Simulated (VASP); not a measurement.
**In: single point with PBEsol**

Crystal: In.

```
In
1.0
     2.44709   -4.14736    0.00000
     2.44709    4.14736    0.00000
     0.00000    0.00000    4.90069
In
4
Cartesian
  2.4471 2.8824 0.3847
  2.4471 -1.2649 2.0656
  2.4471 -2.8824 4.5160
  2.4471 1.2649 2.8350
```

This cell differs from its parent crystal: Ga replaced by In, lengths x 1.098, strained.

* Program: VASP 6.6.1
* Task: single point
* Functional: PBEsol
* Potentials or basis: VASP PAW PBE potentials, release 64 (In_d)
* Cutoff: 520 eV
* k mesh: 4 × 4 × 4
* Occupations: gaussian, width 0.1 eV
* Spin: no spin polarisation

```json
{
 "Pressure": "7.0 GPa",
 "Largest force": "0.643 eV/Å",
 "Band gap on the k mesh": "zero (bands 26 and 27 overlap by 1.02 eV)"
}
```

Forces on the atoms (eV/Å):
```
In   0.000 -0.620  0.170
In   0.000 -0.620 -0.170
In   0.000  0.620 -0.170
In   0.000  0.620  0.170
```

Stress tensor (GPa, compression positive):
```
6.71 0.00 0.00
0.00 9.77 0.00
0.00 0.00 4.55
```

Levels at points of the mesh, in eV from the Fermi level:
| k point | band 22 | band 23 | band 24 | band 25 | band 26 | band 27 | band 28 | band 29 | band 30 | band 31 |
| --- | --- | --- | --- | --- | --- | --- | --- | --- | --- | --- |
| (0.00, 0.00, 0.00) | -3.98 | -3.47 | -1.52 | -1.44 | -0.90 | 0.85 | 0.88 | 0.99 | 4.60 | 4.94 |
| (0.50, 0.00, 0.00) | -7.98 | -3.24 | -3.24 | -1.30 | -1.30 | 0.73 | 0.73 | 3.72 | 3.72 | 4.93 |
| (0.50, 0.50, 0.00) | -6.93 | -3.82 | -3.18 | -1.47 | -1.34 | 0.93 | 1.01 | 2.89 | 3.25 | 4.16 |
| (0.00, 0.00, 0.50) | -8.56 | -0.11 | -0.11 | 0.01 | 0.01 | 0.08 | 0.08 | 1.94 | 1.94 | 3.43 |
| (0.50, 0.00, 0.50) | -6.64 | -5.76 | -5.76 | -1.61 | -1.61 | 0.50 | 0.50 | 6.43 | 6.43 | 7.26 |
| (0.50, 0.50, 0.50) | -6.89 | -5.17 | -5.17 | -1.20 | -1.20 | -0.82 | -0.82 | 5.93 | 5.93 | 7.37 |

Run time: 25 s on 1 thread of Intel(R) Xeon(R) 6975P-C (Granite Rapids), with other jobs on the host, peak memory 0.22 GiB.

Caveat: the k points lie up to 0.37 Å⁻¹ apart, too coarse for converged energies and pressures of a metal; the cell differs from its parent crystal (Ga replaced by In, lengths x 1.098, strained); the PAW data sets were made with another functional, which shifts forces and pressure a little; spin-orbit coupling is left out, which moves the levels of the heavy elements.
